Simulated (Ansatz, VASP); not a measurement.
**Two plane-wave programs on GaN**

INCAR

```
  PREC = Accurate
  ENCUT = 520
  EDIFF = 1E-6
  ISMEAR = 0
  SIGMA = 0.05
  LREAL = False
  LASPH = True
  NELM = 80
  ALGO = Normal
  ISIF = 2
  LWAVE = False
  LCHARG = True
  GGA = PE
  LELF = True
  LVHAR = True
  NBANDS = 16
```

The input KPOINTS:

```
regular mesh
0
Gamma
  6 6 6
```

POSCAR

```
GaN
1.0
    2.7688400358      0.0000000000      0.0000000000
    0.0000000000      2.7688400358      0.0000000000
    0.0000000000      0.0000000000      2.7688400358
Ga N
1 1
Direct
    0.0000000000      0.0000000000      0.0000000000
    0.5000000000      0.5000000000      0.5000000000
```

Input for Ansatz:

```yaml
crystal:
  lattice:
    - [2.7688400358, 0.0, 0.0]
    - [0.0, 2.7688400358, 0.0]
    - [0.0, 0.0, 2.7688400358]
  atoms:
    - { symbol: Ga, position: [0.0, 0.0, 0.0] }
    - { symbol: "N", position: [0.5, 0.5, 0.5] }
basis:
  ecutwfc: 420
kpoints:
  mp_grid: { grid: [6, 6, 6] }
hamiltonian:
  xc: pbe
scf:
  occupations: { method: gaussian, width: 0.05 }
output:
  forces: true
  stress: true
  eigenvalues: true
```

Alike in both runs: task single point; functional PBE; k mesh 6 × 6 × 6; occupations gaussian, width 0.05 eV; no spin polarisation.

|  | VASP | Ansatz |
| --- | --- | --- |
| version | VASP 6.6.1 | Ansatz 0.2.0 |
| potentials or method | VASP PAW PBE potentials, release 64 (Ga_d, N), cutoff 520 eV | scalar-relativistic, plane waves, PAW |
| valence electrons in the cell | 18 | 18 |

|  | VASP | Ansatz | Ansatz less VASP |
| --- | --- | --- | --- |
| gap on the k mesh at the Fermi level (eV) | none | none | - |
| pressure (GPa) | -3.5 | -3.7 | -0.29 |

A gap of «none» marks a metal or a gap that the smearing closes.

The k mesh is coarse, so the values compare programs but aren't converged.
